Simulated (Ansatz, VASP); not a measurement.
# Pb: VASP beside Ansatz

```
CELL_PARAMETERS angstrom
1.82286 -6.12246 0.00000
1.82286 6.12246 0.00000
0.00000 0.00000 5.58106
ATOMIC_POSITIONS crystal
Pb 0.13554 0.86446 0.99999
Pb 0.63554 0.36446 0.50001
Pb 0.86446 0.13554 0.00001
Pb 0.36446 0.63554 0.49999
```

Alike in both runs: functional PBEsol; k mesh 4 × 4 × 4; occupations gaussian, width 0.1 eV; no spin polarisation.

Ansatz relaxed the structure, and its values are those at the end. VASP's run is a single point on that final structure, the one shown.

|  | VASP | Ansatz |
| --- | --- | --- |
| version | VASP 6.6.1 | Ansatz 0.2.0 |
| potentials or method | VASP PAW PBE potentials, release 64 (Pb_d), cutoff 520 eV | scalar-relativistic, plane waves, PAW |
| valence electrons in the cell | 56 | 56 |

VASP gave:

| Property | Result |
| --- | --- |
| gap on the k mesh at the Fermi level (eV) | none |
| pressure (GPa) | 0.0 |
| rms of the force components (eV/Å) | 0.010 |

Task: Which values does Ansatz return?

Result: gap on the k mesh at the Fermi level (eV): none; pressure (GPa): 0.0; rms of the force components (eV/Å): 0.009.

VASP's potentials were made for PBE, not for PBEsol. A gap of «none» marks a metal or a gap that the smearing closes.

The k mesh is coarse, so the values compare programs but aren't converged. Spin-orbit coupling is off throughout.
